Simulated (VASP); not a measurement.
Input of a VASP 6.6.1 run:

File INCAR:

```
SYSTEM = PrBiC
PREC = Accurate
ENCUT = 600
EDIFF = 1E-6
ISMEAR = 0
SIGMA = 0.1
LREAL = .FALSE.
LASPH = .TRUE.
NELM = 200
ALGO = Normal
ISIF = 2
LWAVE = .FALSE.
LCHARG = .FALSE.
GGA = PE
NBANDS = 41
GGA_COMPAT = .FALSE.
LMAXMIX = 6
```

KPOINTS

```
regular mesh
0
G
  6 6 2
  0 0 0
```

The input POSCAR:

```
PrBiC
1.0
    3.8449641941      0.0000000000      0.0000000000
    0.0000000000      3.8449641941      0.0000000000
    0.0000000000      0.0000000000     10.0885371809
Pr Bi C
2 2 2
Direct
    0.0000000000      0.5000000000      0.3741970718
    0.5000000000      0.0000000000      0.6258029282
    0.0000000000      0.5000000000      0.8453100261
    0.5000000000      0.0000000000      0.1546899739
    0.0000000000      0.5000000000      0.6217226476
    0.5000000000      0.0000000000      0.3782773524
```

Potentials or basis: VASP PAW PBE potentials, release 64 (Pr, Bi_d, C).

The run is started by

```console
$ cat potpaw_PBE.64/Pr/POTCAR potpaw_PBE.64/Bi_d/POTCAR potpaw_PBE.64/C/POTCAR > POTCAR
$ mpirun -np 1 vasp_std > vasp.out
```

Estimate the largest force.

0.972 eV/Å.

What does it give for the band gap on the k mesh?

Zero (bands 32 and 33 overlap by 0.07 eV).

What does it give for the pressure?

-5.6 GPa.

Stress tensor (GPa, compression positive):
```
-6.52  0.00  0.00
 0.00 -6.52  0.00
 0.00  0.00 -3.68
```

Caveat: the cell stands under tension; spin-orbit coupling is left out, which moves the levels of the heavy elements; this functional lacks dispersion, which binds the layers, so the pressure and a relaxed spacing across them are unreliable; semilocal functionals describe open f shells poorly, which spoils levels, moments and volumes. Spin polarisation is off, so any magnetic state and its effect on volume and gap are missing.
